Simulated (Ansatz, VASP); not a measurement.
## One calculation of V, two programs

```xyz
1
Lattice="-1.4794 1.4794 1.4794 1.4794 -1.4794 1.4794 1.4794 1.4794 -1.4794" Properties=species:S:1:pos:R:3 pbc="T T T"
V     0.0000    0.0000    0.0000
```

Alike in both runs: functional PBEsol; k mesh 20 × 20 × 20; occupations gaussian, width 0.1 eV; no spin polarisation.

Ansatz relaxed the structure, and its values are those at the end. VASP's run is a single point on that final structure, the one shown.

|  | VASP | Ansatz |
| --- | --- | --- |
| version | VASP 6.6.1 | Ansatz 0.2.0 |
| potentials or method | VASP PAW PBE potentials, release 64 (V_sv), cutoff 520 eV | scalar-relativistic, plane waves, PAW |
| valence electrons in the cell | 13 | 13 |

```csv
,VASP,Ansatz,Ansatz less VASP
gap on the k mesh at the Fermi level (eV),none,none,-
pressure (GPa),0.2,0.0,-0.23
```

VASP's potentials were made for PBE, not for PBEsol. A gap of «none» marks a metal or a gap that the smearing closes. With one functional, cell and mesh, what is left measures potentials, basis and numerics.
